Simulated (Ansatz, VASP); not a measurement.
## Two plane-wave programs on TiAl5N6

INCAR

```
ALGO = Normal ; EDIFF = 1E-6
ENCUT = 520 ; GGA = PE
ISIF = 2 ; ISMEAR = 0
ISPIN = 2 ; LASPH = T
LCHARG = F ; LMAXMIX = 4
LORBIT = 11 ; LREAL = F
LWAVE = F ; MAGMOM = 1 0 0 0 0 0 0 0 0 0 0 0
NBANDS = 44 ; NELM = 150
PREC = Accurate ; SIGMA = 0.1
```

The input KPOINTS:

```
k-points
0
Gamma
  6 6 2
```

Contents of POSCAR:

```
TiAl5N6
1.0
    3.3115375700      0.0000000000      0.0000000000
    0.0000000000      3.3115375700      0.0000000000
    0.0000000000      0.0000000000     14.0496640300
Ti Al N
1 5 6
Direct
    0.5000000000      0.5000000000      0.5000000000
    0.0000000000      0.0000000000      0.6666666700
    0.5000000000      0.5000000000      0.8333333300
    0.0000000000      0.0000000000      0.0000000000
    0.5000000000      0.5000000000      0.1666666700
    0.0000000000      0.0000000000      0.3333333300
    0.0000000000      0.0000000000      0.8333333300
    0.5000000000      0.5000000000      0.0000000000
    0.0000000000      0.0000000000      0.1666666700
    0.5000000000      0.5000000000      0.3333333300
    0.0000000000      0.0000000000      0.5000000000
    0.5000000000      0.5000000000      0.6666666700
```

Input for Ansatz:

```yaml
crystal:
  lattice:
    - [3.31153757, 0.0, 0.0]
    - [0.0, 3.31153757, 0.0]
    - [0.0, 0.0, 14.04966403]
  atoms:
    - { symbol: Ti, position: [0.5, 0.5, 0.5], spin: 1.0 }
    - { symbol: Al, position: [0.0, 0.0, 0.66666667] }
    - { symbol: Al, position: [0.5, 0.5, 0.83333333] }
    - { symbol: Al, position: [0.0, 0.0, 0.0] }
    - { symbol: Al, position: [0.5, 0.5, 0.16666667] }
    - { symbol: Al, position: [0.0, 0.0, 0.33333333] }
    - { symbol: "N", position: [0.0, 0.0, 0.83333333] }
    - { symbol: "N", position: [0.5, 0.5, 0.0] }
    - { symbol: "N", position: [0.0, 0.0, 0.16666667] }
    - { symbol: "N", position: [0.5, 0.5, 0.33333333] }
    - { symbol: "N", position: [0.0, 0.0, 0.5] }
    - { symbol: "N", position: [0.5, 0.5, 0.66666667] }
basis:
  ecutwfc: 420
kpoints:
  mp_grid: { grid: [6, 6, 2] }
hamiltonian:
  xc: pbe
scf:
  occupations: { method: gaussian, width: 0.1 }
  lower_state_search: "off"
output:
  forces: true
  stress: true
  eigenvalues: true
  populations: true
magnetization:
  spin_polarized: true
```

Alike in both runs: task single point; functional PBE; k mesh 6 × 6 × 2; occupations gaussian, width 0.1 eV; collinear spin.

|  | VASP | Ansatz |
| --- | --- | --- |
| version | VASP 6.6.1 | Ansatz 0.2.0 |
| potentials or method | VASP PAW PBE potentials, release 64 (Ti_sv, Al, N), cutoff 520 eV | scalar-relativistic, plane waves, PAW |
| valence electrons in the cell | 57 | 57 |

Ansatz gave:

| Quantity | Value |
| --- | --- |
| gap on the k mesh at the Fermi level (eV) | none |
| rms of the force components (eV/Å) | 0.076 |
| net moment per atom (μB) | 0.04 |
| size of the moment on the site where the two differ most (μB) | 0.39 |

**Question.** Which values does VASP return?

**Answer.** gap on the k mesh at the Fermi level (eV): none; rms of the force components (eV/Å): 0.078; net moment per atom (μB): 0.04; size of the moment on the site where the two differ most (μB): 0.44.

Site moments also hang on the region over which each program counts them. Atom by atom the forces differ by 0.001 eV/Å (rms over components). A gap of «none» marks a metal or a gap that the smearing closes. The functional is the same, so the differences come from potentials, cutoffs and numerics.
